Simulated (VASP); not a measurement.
**Tl2H: single point with PBE**

Crystal: Tl2H.

```
Tl H
1.0
     0.00000    5.19111    5.19111
     5.19111    0.00000    5.19111
     5.19111    5.19111    0.00000
Tl H
4 2
Direct
  0.12500 0.12500 0.12500
  0.62500 0.12500 0.12500
  0.12500 0.12500 0.62500
  0.12500 0.62500 0.12500
  0.00000 0.00000 0.00000
  0.25000 0.25000 0.25000
```

```json
{
  "Program": "VASP 6.6.1",
  "Task": "single point",
  "Functional": "PBE",
  "Potentials or basis": "VASP PAW PBE potentials, release 64 (Tl_d, H)",
  "Cutoff": "520 eV",
  "k mesh": "6 × 6 × 6",
  "Occupations": "gaussian, width 0.1 eV",
  "Spin": "no spin polarisation"
}
```

| Quantity | Value |
| --- | --- |
| Pressure | 0.0 GPa |
| Band gap on the k mesh | zero (band 27 reaches 1.40 eV, above the bottom of band 28 at 0.49 eV) |

Levels at points of the mesh, in eV from the Fermi level:
| k point | band 24 | band 25 | band 26 | band 27 | band 28 | band 29 | band 30 | band 31 |
| --- | --- | --- | --- | --- | --- | --- | --- | --- |
| (0.00, 0.00, 0.00) | -5.27 | -5.27 | -0.64 | -0.64 | -0.64 | 0.43 | 0.59 | 0.59 |
| (0.50, 0.00, 0.00) | -5.37 | -3.59 | -0.75 | -0.21 | -0.21 | 0.36 | 1.61 | 1.61 |
| (0.50, 0.50, 0.00) | -5.49 | -2.28 | -2.28 | 0.27 | 0.27 | 1.20 | 1.20 | 1.86 |

It took 4.6 min on 1 thread of Oxide Virtual Turin-like Processor, with other jobs on the host, peak memory 0.44 GiB.

Caveat: spin-orbit coupling is left out, which moves the levels of the heavy elements.
